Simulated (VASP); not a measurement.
Runs of VASP 6.6.1 on MoS2. The structure is that of space group P6_3/mmc (No. 194), or close to it. The cells are those of the table. 

```csv
cell,gap on the mesh (eV),pressure (GPa),largest force (eV/Å)
"a = 3.244, b = 3.244, c = 11.728 Å, angles 90.0, 90.0, 120.0°, 6 atoms",0.35,(a),(c)
"a = 3.149, b = 3.149, c = 12.453 Å, angles 90.0, 90.0, 120.0°, 6 atoms",0.93,(b),0.81
"a = 3.197, b = 3.197, c = 12.091 Å, angles 90.0, 90.0, 120.0°, 6 atoms",0.78,-4.3,0.30
"a = 3.197, b = 3.197, c = 11.909 Å, angles 90.0, 90.0, 120.0°, 6 atoms",0.70,-2.0,0.11
```

Alike in all rows: task single point; level PBE+D3(BJ); potentials or basis VASP PAW PBE potentials, release 64 (Mo_sv, S); no spin polarisation; k mesh 12 × 12 × 4; cutoff (eV) 520; smearing gaussian 0.05 eV.

Q: Fill in the values left out.

A: (a) -3.5; (b) -4.7; (c) 0.24.

A k mesh can miss the band edges, and the runs leave out spin-orbit coupling on Mo.
